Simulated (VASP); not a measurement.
Set up this calculation in VASP 6.6.1, as the native input.

```yaml
Task: relaxation of cell and atoms
Functional: revPBE
Dispersion: D4
Potentials_or_basis: VASP PAW PBE potentials, release 64 (Os)
Cutoff: 600 eV
k_mesh: 11 × 11 × 6
Occupations: fermi-dirac, width 0.05 eV
Spin: no spin polarisation
Dipole_correction: no
Further_INCAR_settings: ALGO = Normal; EDIFF = 1e-06; IBRION = 2; EDIFFG = -0.02; NSW = 80; ISIF = 3
```

The structure of Os lies in POSCAR:

```
Os
1.0
    2.7341000000      0.0000000000      0.0000000000
   -1.3670500000      2.3678000565      0.0000000000
    0.0000000000      0.0000000000      4.3197000000
Os
2
Direct
    0.6666666667      0.3333333333      0.7500000000
    0.3333333333      0.6666666667      0.2500000000
```

One way to write it, as run:

INCAR

```
SYSTEM = Os
PREC     = Accurate       ! precision mode
ENCUT    = 600            ! plane-wave cutoff, eV
EDIFF    = 1E-6           ! SCF threshold, eV
ISMEAR   = -1             ! smearing method
SIGMA    = 0.05           ! smearing width, eV
LREAL    = .FALSE.        ! projectors in reciprocal space
LASPH    = .TRUE.         ! aspherical terms in the spheres
NELM     = 100            ! most SCF steps
ALGO     = Normal         ! electronic algorithm
ISIF     = 3              ! what is computed and relaxed
LWAVE    = .FALSE.        ! write WAVECAR
LCHARG   = .FALSE.        ! write CHGCAR
GGA      = RE             ! functional
IVDW     = 13             ! dispersion correction
IBRION   = 2              ! ionic algorithm
NSW      = 80             ! ionic steps
EDIFFG   = -0.02          ! ionic threshold
```

KPOINTS

```
regular mesh
0
G
  11 11 6
  0 0 0
```

Potentials or basis: VASP PAW PBE potentials, release 64 (Os).

Command:

```console
$ cat potpaw_PBE.64/Os/POTCAR > POTCAR
$ mpirun -np 1 vasp_std > vasp.out
```

It gave:

| Property | Result |
| --- | --- |
| Relaxed volume | 13.99 Å³/atom |
| Relaxed cell | a = 2.734 Å, b = 2.734 Å, c = 4.322 Å, α = 90.00°, β = 90.00°, γ = 120.00° |
| Space group after relaxing (to 0.05 Å) | P6_3/mmc (No. 194) |
| Energy gained by relaxing | 0.0 meV/atom |
| Ionic steps | 3 |
| Pressure after relaxing | -0.1 GPa |
| Band gap on the k mesh | zero (band 8 reaches 11.61 eV, above the bottom of band 9 at 7.73 eV) |
| Dispersion energy per atom | -1.048 eV |

Caveat: the PAW data sets were made with another functional, which shifts forces and pressure a little; spin-orbit coupling is left out, which moves the levels of the heavy elements; pairwise dispersion overbinds metals, which lowers pressure and volume.

It took 61 s on 1 thread of Intel Xeon 8259CL (shared host), peak memory 0.17 GiB.
